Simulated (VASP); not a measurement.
# Ir (I4/mmm) in VASP: notebook, part 2 of 2

VASP 6.6.1. The steps go on from the part before.

## 3. Single point, PBE (strain +0.1125 x Voigt [0, 0, 1, 0, 0, 0])

File INCAR:

```
  ALGO = Normal
  EDIFF = 1E-6
  ENCUT = 520
  GGA = PE
  ISIF = 2
  ISMEAR = 0
  LASPH = T
  LCHARG = T
  LELF = T
  LREAL = F
  LVHAR = T
  LWAVE = F
  NBANDS = 10
  NELM = 80
  PREC = Accurate
  SIGMA = 0.15
```

File KPOINTS:

```
k-points
0
Gamma
  22 22 22
```

File POSCAR:

```
Ir
1.0
    0.0000000000      1.9197000000      2.1356662500
    1.9197000000      0.0000000000      2.1356662500
    1.9197000000      1.9197000000      0.0000000000
Ir
1
Direct
    0.0000000000      0.0000000000      0.0000000000
```

Potentials or basis: VASP PAW PBE potentials, release 64 (Ir).

Command:

```console
$ cat potpaw_PBE.64/Ir/POTCAR > POTCAR
$ mpirun -np 1 vasp_std > vasp.out
```

Run time: 100 s. Hardware: 1 thread of Intel Xeon 8259CL, shared host; peak memory 0.26 GiB.

It converged, with:

| Quantity | Value |
| --- | --- |
| Free energy | -8.6568 eV |
| Pressure | -20.5 GPa |
| Band gap on the k mesh | zero (an odd number of electrons rules out a gap without spin polarisation) |

Stress tensor (GPa, compression positive):
```
-10.86   0.00   0.00
  0.00 -10.86   0.00
  0.00   0.00 -39.70
```

Levels at points of the mesh, in eV from the Fermi level:
| k point | band 1 | band 2 | band 3 | band 4 | band 5 | band 6 | band 7 | band 8 |
| --- | --- | --- | --- | --- | --- | --- | --- | --- |
| (0.00, 0.00, 0.00) | -9.96 | -4.06 | -2.76 | -2.76 | -1.88 | -0.22 | 14.71 | 17.76 |
| (0.50, 0.00, 0.00) | -6.97 | -3.92 | -2.69 | -0.39 | 0.49 | 1.00 | 6.40 | 13.70 |
| (0.50, 0.50, 0.00) | -6.85 | -6.20 | 0.53 | 0.89 | 1.14 | 1.14 | 7.46 | 12.56 |
| (0.50, 0.00, 0.50) | -6.67 | -6.14 | 0.54 | 0.59 | 1.91 | 2.51 | 10.16 | 10.36 |

Caveat: the cell differs from its parent crystal (strain +0.1125 x Voigt [0, 0, 1, 0, 0, 0]); the stress differs along the axes, from -40 to -11 GPa; spin-orbit coupling is left out, which moves the levels of the heavy elements.

## 4. Single point, PBE (strain +0.1312 x Voigt [0, 0, 1, 0, 0, 0])

File INCAR:

```
ALGO     = Normal         # electronic algorithm
EDIFF    = 1E-6           # SCF threshold, eV
ENCUT    = 520            # plane-wave cutoff, eV
GGA      = PE             # functional
ISIF     = 2              # what is computed and relaxed
ISMEAR   = 0              # smearing method
LASPH    = True           # aspherical terms in the spheres
LCHARG   = False          # write CHGCAR
LREAL    = False          # projectors in reciprocal space
LWAVE    = False          # write WAVECAR
NBANDS   = 10             # bands
NELM     = 80             # most SCF steps
PREC     = Accurate       # precision mode
SIGMA    = 0.15           # smearing width, eV
```

KPOINTS is that of step 3.

File POSCAR:

```
Ir
1.0
    0.0000000000      1.9197000000      2.1715646400
    1.9197000000      0.0000000000      2.1715646400
    1.9197000000      1.9197000000      0.0000000000
Ir
1
Direct
    0.0000000000      0.0000000000      0.0000000000
```

Potentials or basis: VASP PAW PBE potentials, release 64 (Ir).

Command:

```console
$ cat potpaw_PBE.64/Ir/POTCAR > POTCAR
$ mpirun -np 1 vasp_std > vasp.out
```

OUTCAR:

```text
EDIFF = 1E-6
   ENCUT = 520
   GGA = PE
   ISIF = 2
   ISMEAR = 0
   LASPH = True
   LREAL = False
   NELM = 80
   PREC = Accurate

 ion  position               nearest neighbor table
   1  0.000  0.000  0.000-

  LATTYP: Found a body centered tetragonal cell.
 ALAT       =     2.7148657757
 C/A-ratio  =     1.5997583818

  Lattice vectors:

 A1 = (  -1.9197000000,   0.0000000000,   2.1715646400)
 A2 = (   1.9197000000,   0.0000000000,   2.1715646400)
 A3 = (   0.0000000000,   1.9197000000,  -2.1715646400)

[... 491 lines left out ...]

 [... further k-points ...]

------------------------ aborting loop because EDIFF is reached ----------------------------------------

  FORCE on cell =-STRESS in cart. coord.  units (eV):
  Direction    XX          YY          ZZ          XY          YZ          ZX
  --------------------------------------------------------------------------------------
  -------------------------------------------------------------------------------------
  Total       -1.2993610     -1.2993610     -4.3897423      0.0000000     -0.0000000      0.0000000
  in kB     -130.0681363   -130.0681363   -439.4203060      0.0000000     -0.0000000      0.0000000
  external PRESSURE =    -233.1855262 kB  Pullay stress =       0.0000000 kB

 VOLUME and BASIS-vectors are now :
 -----------------------------------------------------------------------------
  energy-cutoff  :      520.00
  volume of cell :       16.01
      direct lattice vectors                 reciprocal lattice vectors
     0.000000000  1.919700000  2.171564640    -0.260457363  0.260457363  0.230248730
     1.919700000  0.000000000  2.171564640     0.260457363 -0.260457363  0.230248730
     1.919700000  1.919700000  0.000000000     0.260457363  0.260457363 -0.230248730

 POSITION                                       TOTAL-FORCE (eV/Angst)
 -----------------------------------------------------------------------------------
      0.00000      0.00000      0.00000        -0.000000      0.000000      0.000000
 -----------------------------------------------------------------------------------
    total drift:                               -0.000000      0.000000     -0.000000

  FREE ENERGIE OF THE ION-ELECTRON SYSTEM (eV)
  ---------------------------------------------------
  free  energy   TOTEN  =        -8.5876846791 eV

  energy  without entropy=       -8.5734159875  energy(sigma->0) =       -8.58055033
```

OSZICAR:

```text
N       E                     dE             d eps       ncg     rms          rms(c)
DAV:   1     0.470337483224E+02    0.47034E+02   -0.42764E+03 16832   0.802E+02
DAV:   2    -0.820757567598E+01   -0.55241E+02   -0.52201E+02 17022   0.191E+02
DAV:   3    -0.916307815088E+01   -0.95550E+00   -0.95127E+00 19580   0.307E+01
DAV:   4    -0.917176380313E+01   -0.86857E-02   -0.86840E-02 18770   0.272E+00
DAV:   5    -0.917194429319E+01   -0.18049E-03   -0.18049E-03 18870   0.380E-01    0.111E+01
DAV:   6    -0.865874263481E+01    0.51320E+00   -0.11127E+00 18678   0.124E+01    0.429E+00
DAV:   7    -0.859263282045E+01    0.66110E-01   -0.24072E-01 19534   0.522E+00    0.160E+00
DAV:   8    -0.858886475452E+01    0.37681E-02   -0.23996E-03 18350   0.558E-01    0.772E-01
DAV:   9    -0.858767669196E+01    0.11881E-02   -0.83556E-04 19140   0.384E-01    0.174E-02
DAV:  10    -0.858768463170E+01   -0.79397E-05   -0.51785E-06 21444   0.198E-02    0.159E-02
DAV:  11    -0.858768467907E+01   -0.47374E-07   -0.38629E-07 10468   0.820E-03
   1 F= -.85876847E+01 E0= -.85805503E+01  d E =-.142687E-01
```

Wall time 93 s (1 thread of Intel Xeon 8259CL, shared host); peak memory 0.26 GiB.

Results:

```yaml
Free_energy: -8.5877 eV
Pressure: -23.3 GPa
Band_gap_on_the_k_mesh: zero (an odd number of electrons rules out a gap without spin polarisation)
```

Stress tensor (GPa, compression positive):
```
-13.01   0.00   0.00
  0.00 -13.01   0.00
  0.00   0.00 -43.94
```

Caveat: the cell differs from its parent crystal (strain +0.1312 x Voigt [0, 0, 1, 0, 0, 0]); the stress differs along the axes, from -44 to -13 GPa; spin-orbit coupling is left out, which moves the levels of the heavy elements.

## 5. Overview

```csv
cell,gap on the mesh (eV),pressure (GPa)
"a = 2.615, b = 2.615, c = 2.715 Å, angles 58.7, 58.7, 62.5°, 1 atom",none,48.9
"a = 2.872, b = 2.872, c = 2.715 Å, angles 61.8, 61.8, 56.4°, 1 atom",none,-20.5
"a = 2.898, b = 2.898, c = 2.715 Å, angles 62.1, 62.1, 55.9°, 1 atom",none,-23.3
```

Alike in all rows: task single point; level PBE; potentials or basis VASP PAW PBE potentials, release 64 (Ir); no spin polarisation; k mesh 22 × 22 × 22; cutoff (eV) 520; smearing gaussian 0.15 eV.

Caveats: spin-orbit coupling is left out, which moves the levels of the heavy elements; the stress differs along the axes, from 38 to 71 GPa (at least some runs); the stress differs along the axes, from -40 to -11 GPa (at least some runs); the stress differs along the axes, from -44 to -13 GPa (at least some runs).

Absolute energies hang on the potentials; compare differences alone.
